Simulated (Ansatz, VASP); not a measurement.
# Two plane-wave programs on Ir

```
Ir
1.0
    -2.42853    2.42853    1.37410
     2.42853   -2.42853    1.37410
     2.42853    2.42853   -1.37410
Ir
2
Direct
  0.00000 0.00000 0.00000
  0.75000 0.25000 0.50000
```

Alike in both runs: functional PBE; k mesh 8 × 8 × 8; occupations gaussian, width 0.1 eV; no spin polarisation.

Ansatz relaxed the structure, and its values are those at the end. VASP's run is a single point on that final structure, the one shown.

|  | VASP | Ansatz |
| --- | --- | --- |
| version | VASP 6.6.1 | Ansatz 0.2.0 |
| potentials or method | VASP PAW PBE potentials, release 64 (Ir), cutoff 520 eV | scalar-relativistic, plane waves, PAW |
| valence electrons in the cell | 18 | 34 |

|  | VASP | Ansatz | Ansatz less VASP |
| --- | --- | --- | --- |
| gap on the k mesh at the Fermi level (eV) | none | none | - |
| pressure (GPa) | 0.2 | 0.0 | -0.21 |

A gap of «none» marks a metal or a gap that the smearing closes. VASP's potentials hold 18 valence electrons a cell and Ansatz's 34, so a difference there can come from the potentials and not from the codes.

Neither program's run includes spin-orbit coupling.
